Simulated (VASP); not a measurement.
BiAs (CsCl type): single point with PBE

BiAs (CsCl type):

```xyz
2
Lattice="3.6567 0.0000 0.0000 0.0000 3.6567 0.0000 0.0000 0.0000 3.6567" Properties=species:S:1:pos:R:3 pbc="T T T"
As    0.0000    0.0000    0.0000
Bi    1.8284    1.8284    1.8284
```

This cell differs from its parent crystal: volume scaled by 0.97.

```
Program             : VASP 6.6.1
Task                : single point
Functional          : PBE
Potentials or basis : VASP PAW PBE potentials, release 64 (As, Bi_d)
Cutoff              : 520 eV
k mesh              : 13 × 13 × 13
Occupations         : fermi-dirac, width 0.05 eV
Spin                : no spin polarisation
```

```yaml
Pressure: 2.2 GPa
Band_gap_on_the_k_mesh: zero (band 10 reaches 8.40 eV, above the bottom of band 11 at 5.43 eV)
```

Levels at points of the mesh, in eV from the Fermi level:
| k point | band 6 | band 7 | band 8 | band 9 | band 10 | band 11 | band 12 | band 13 | band 14 | band 15 |
| --- | --- | --- | --- | --- | --- | --- | --- | --- | --- | --- |
| (0.00, 0.00, 0.00) | -14.17 | -7.46 | -1.95 | -1.95 | -1.95 | 3.84 | 3.84 | 5.77 | 5.77 | 5.77 |

Run time: 38 s on 1 thread of Intel Xeon 6975P-C (shared host), peak memory 0.2 GiB.

Caveat: spin-orbit coupling is left out, which moves the levels of the heavy elements.
